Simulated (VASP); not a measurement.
## CdS (Hawleyite): electric field gradients with PBEsol

CdS (Hawleyite):

```
Cd S
1.0
     0.00000    2.91650    2.91650
     2.91650    0.00000    2.91650
     2.91650    2.91650    0.00000
Cd S
1 1
Cartesian
  0.0875 -0.0875 -0.0875
  1.3708 1.5457 1.5457
```

This cell differs from its parent crystal: shortest bond scaled by 0.88.

```yaml
Program: VASP 6.6.1
Task: electric field gradients
Functional: PBEsol
Potentials_or_basis: VASP PAW PBE potentials, release 64 (Cd, S)
Cutoff: 520 eV
k_mesh: 7 × 7 × 7
Occupations: fermi-dirac, width 0.03 eV
Spin: no spin polarisation
Dipole_correction: no
Further_INCAR_settings: ALGO = Normal; EDIFF = 1e-08; NBANDS = 16
```

```
Pressure               : 3.5 GPa
Largest force          : 3.053 eV/Å
Band gap on the k mesh : 1.04 eV, direct
```

Forces in eV/Å, atoms in the order of the input:
```
Cd  -1.763  1.763  1.763
S    1.763 -1.763 -1.763
```

Stress tensor (GPa, compression positive):
```
 3.52 -6.59 -6.59
-6.59  3.52  6.59
-6.59  6.59  3.52
```

Levels at points of the mesh, in eV from the valence-band top:
```csv
k point,band 6,band 7,band 8,band 9,band 10,band 11,band 12,band 13
"(0.00, 0.00, 0.00)",-7.44,-0.33,0.00,0.00,1.04,6.33,6.33,6.82
```

Electric field gradients, principal values (V/Å²):
| atom | least | middle | greatest (by size) |
| --- | --- | --- | --- |
| 1 Cd | 87.332 | 87.337 | -174.669 |
| 2 S | -12.252 | -12.252 | 24.504 |

Run time: 28 s on 1 thread of Intel(R) Xeon(R) Platinum 8488C (Sapphire Rapids), on a shared host, peak memory 0.18 GiB.

Caveat: the cell differs from its parent crystal (shortest bond scaled by 0.88); without QUAD_EFG the Cq values of the log hold for a quadrupole moment of 1 mb, not for the nuclei; the PAW data sets were made with another functional, which shifts forces and pressure a little.
